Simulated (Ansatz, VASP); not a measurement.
**Two plane-wave programs on Sn**

File INCAR:

```
PREC = Accurate ; ENCUT = 520
EDIFF = 1E-6 ; ISMEAR = -1
SIGMA = 0.08 ; LREAL = F
LASPH = T ; NELM = 100
ALGO = Normal ; ISIF = 2
LWAVE = F ; LCHARG = F
GGA = CA ; NBANDS = 13
```

KPOINTS

```
regular mesh
0
Gamma
  14 14 14
```

File POSCAR:

```
Sn
1.0
   -1.4202341988      1.4202341988      1.4202341988
    1.4202341988     -1.4202341988      1.4202341988
    1.4202341988      1.4202341988     -1.4202341988
Sn
1
Direct
    0.0000000000      0.0000000000      0.0000000000
```

Input for Ansatz:

```yaml
crystal:
  lattice:
    - [-1.4202341988, 1.4202341988, 1.4202341988]
    - [1.4202341988, -1.4202341988, 1.4202341988]
    - [1.4202341988, 1.4202341988, -1.4202341988]
  atoms:
    - { symbol: Sn, position: [0.0, 0.0, 0.0] }
kpoints:
  mp_grid: { grid: [14, 14, 14] }
scf:
  occupations: { method: fermi_dirac, width: 0.08 }
hamiltonian:
  xc: lda
  pseudopotentials: { kind: paw }
output:
  forces: true
  stress: true
  eigenvalues: true
  populations: true
```

Change from the starting cell: volume scaled by 0.45, PAW files.

Alike in both runs: task single point; functional LDA; k mesh 14 × 14 × 14; occupations fermi-dirac, width 0.08 eV; no spin polarisation.

|  | VASP | Ansatz |
| --- | --- | --- |
| version | VASP 6.6.1 | Ansatz 0.2.0 |
| potentials or method | VASP PAW LDA potentials, release 64 (Sn_d) | PAW with Ansatz's default frozen-core files, scalar-relativistic |
| plane-wave cutoff (eV) | 520 | 420 |
| valence electrons in the cell | 14 | 14 |

|  | VASP | Ansatz | Ansatz less VASP |
| --- | --- | --- | --- |
| pressure (GPa) | 331.8 | 328.9 | -2.85 |

LDA's correlation is that of Perdew and Zunger in VASP and of Perdew and Wang (1992) in Ansatz. Both programs put the cell under a high pressure, so it lies far from rest at this level.

Noted on VASP's run: the cell as given lies far from equilibrium.
